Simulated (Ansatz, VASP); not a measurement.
**Two plane-wave programs on CaO**

File POSCAR:

```
CaO
1.0
    0.0000000000      2.6067317416      2.6385338688
    2.6067317416      0.0000000000      2.6385338688
    2.6067317416      2.6067317416      0.0000000000
Ca O
1 1
Direct
    0.0000000000      0.0000000000      0.0000000000
    0.2500000000      0.2500000000      0.2500000000
```

INCAR.step1

```
ALGO     = Normal         # electronic algorithm
EDIFF    = 1E-4           # SCF threshold, eV
ENCUT    = 520            # plane-wave cutoff, eV
GGA      = PE             # functional
ISMEAR   = 0              # smearing method
LASPH    = True           # aspherical terms in the spheres
LCHARG   = False          # write CHGCAR
LREAL    = False          # projectors in reciprocal space
LWAVE    = True           # write WAVECAR
NBANDS   = 15             # bands
NELM     = 100            # most SCF steps
PREC     = Accurate       # precision mode
SIGMA    = 0.01           # smearing width, eV
```

The input INCAR.step2:

```
ALGO     = Normal         # electronic algorithm
EDIFF    = 1E-6           # SCF threshold, eV
ENCUT    = 520            # plane-wave cutoff, eV
ISIF     = 2              # what is computed and relaxed
ISMEAR   = 0              # smearing method
ISTART   = 1            
LASPH    = True           # aspherical terms in the spheres
LCHARG   = False          # write CHGCAR
LMIXTAU  = True         
LREAL    = False          # projectors in reciprocal space
LWAVE    = False          # write WAVECAR
METAGGA  = R2SCAN         # meta-GGA
NBANDS   = 15             # bands
NELM     = 100            # most SCF steps
PREC     = Accurate       # precision mode
SIGMA    = 0.01           # smearing width, eV
```

KPOINTS

```
k-points
0
Gamma
  8 8 8
```

Input for Ansatz:

```yaml
crystal:
  lattice:
    - [0.0, 2.6067317416, 2.6385338688]
    - [2.6067317416, 0.0, 2.6385338688]
    - [2.6067317416, 2.6067317416, 0.0]
  atoms:
    - { symbol: Ca, position: [0.0, 0.0, 0.0] }
    - { symbol: O, position: [0.25, 0.25, 0.25] }
kpoints:
  mp_grid: { grid: [8, 8, 8] }
  band_path:
    path:
      - [0.0, 0.0, 0.0]
      - [-0.5, -0.5, 0.0]
      - [-0.375, -0.375, 0.25]
      - [-0.375, 0.0, 0.375]
      - [0.0, 0.0, 0.5]
      - [-0.5, -0.25, 0.25]
    npoints: 1
hamiltonian:
  xc: r2scan
scf:
  occupations: { method: fixed }
  n_extra_bands: 4
output:
  forces: true
  stress: true
  eigenvalues: true
```

Change from the starting cell: uniaxial_z strain +1.2%.

Alike in both runs: task single point; functional r2SCAN; k mesh 8 × 8 × 8; no spin polarisation.

|  | VASP | Ansatz |
| --- | --- | --- |
| version | VASP 6.6.1 | Ansatz 0.2.0 |
| potentials or method | VASP PAW PBE potentials, release 64 (Ca_sv, O) | plane waves, PAW |
| plane-wave cutoff (eV) | 520 | 500 |
| occupations | gaussian, width 0.01 eV | fixed |
| valence electrons in the cell | 16 | 16 |

```tsv
	VASP	Ansatz	Ansatz less VASP
gap on the k mesh at the Fermi level (eV)	3.68	3.71	+0.025
pressure (GPa)	-0.1	-1.0	-0.89
traceless stress, the component that is largest in VASP (GPa)	-0.13	-0.15	-0.015
```

VASP's potentials were made for PBE, not for r2SCAN.
